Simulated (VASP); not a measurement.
Input of a VASP 6.6.1 run:

File INCAR:

```
SYSTEM = Fe
ALGO     = Normal         ! electronic algorithm
EDIFF    = 1E-6           ! SCF threshold, eV
ENCUT    = 520            ! plane-wave cutoff, eV
GGA      = PE             ! functional
ISIF     = 2              ! what is computed and relaxed
ISMEAR   = 0              ! smearing method
ISPIN    = 2              ! spin polarisation
LASPH    = .True.         ! aspherical terms in the spheres
LCHARG   = .False.        ! write CHGCAR
LMAXMIX  = 4              ! l up to which the mixer works
LORBIT   = 11             ! projections on sites
LREAL    = .False.        ! projectors in reciprocal space
LWAVE    = .False.        ! write WAVECAR
MAGMOM   = 2.44           ! initial moments
NBANDS   = 14             ! bands
NELM     = 150            ! most SCF steps
PREC     = Accurate       ! precision mode
SIGMA    = 0.15           ! smearing width, eV
```

KPOINTS

```
k-points
0
Gamma
  10 10 10
  0 0 0
```

Contents of POSCAR:

```
Fe
1.0
   -1.5195513979      1.4157750842      1.4487626437
    1.5195513979     -1.4157750842      1.4487626437
    1.5195513979      1.4157750842     -1.4487626437
Fe
1
Direct
    0.0000000000      0.0000000000      0.0000000000
```

Potentials or basis: VASP PAW PBE potentials, release 64 (Fe).

Command:

```bash
$ cat potpaw_PBE.64/Fe/POTCAR > POTCAR
$ mpirun -np 1 vasp_std > vasp.out
```

(1) What does it give for the net moment?

(2) What does it give for the pressure?

(3) Estimate the site moments.

## Answers

(1) 2.37 μB per cell.

(2) -13.2 GPa.

(3) Fe +2.38 μB.

Caveat: the cell differs from its parent crystal (normal strain along x +0.0733, normal strain along z +0.0233).
